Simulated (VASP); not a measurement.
A run of VASP 6.6.1 is set up as follows.

File INCAR:

```
ALGO     = Normal         # electronic algorithm
EDIFF    = 1E-6           # SCF threshold, eV
ENCUT    = 500            # plane-wave cutoff, eV
GGA      = CA             # functional
GGA_COMPAT= F            
ISIF     = 2              # what is computed and relaxed
ISMEAR   = -1             # smearing method
LASPH    = T              # aspherical terms in the spheres
LCHARG   = F              # write CHGCAR
LREAL    = F              # projectors in reciprocal space
LWAVE    = F              # write WAVECAR
NBANDS   = 10             # bands
NELM     = 120            # most SCF steps
PREC     = Accurate       # precision mode
SIGMA    = 0.08           # smearing width, eV
```

The input KPOINTS:

```
k-points
0
Gamma
  15 15 15
```

The input POSCAR:

```
Cl
1.0
    2.1794168765      0.0000000000      0.0000000000
    0.0000000000      2.1794168765      0.0000000000
    0.0000000000      0.0000000000      2.1794168765
Cl
1
Direct
    0.0000000000      0.0000000000      0.0000000000
```

Potentials or basis: VASP PAW LDA potentials, release 64 (Cl).

Launch:

```sh
$ cat potpaw_LDA.64/Cl/POTCAR > POTCAR
$ mpirun -np 1 vasp_std > vasp.out
```

(1) Estimate the band gap on the k mesh.

(2) Predict the pressure.

## Answers

(1) zero (an odd number of electrons rules out a gap without spin polarisation).

(2) 158.6 GPa.

Caveat: the cell stands under pressure; an odd number of electrons without spin polarisation forces a metal; a magnetic or distorted state may lie lower.
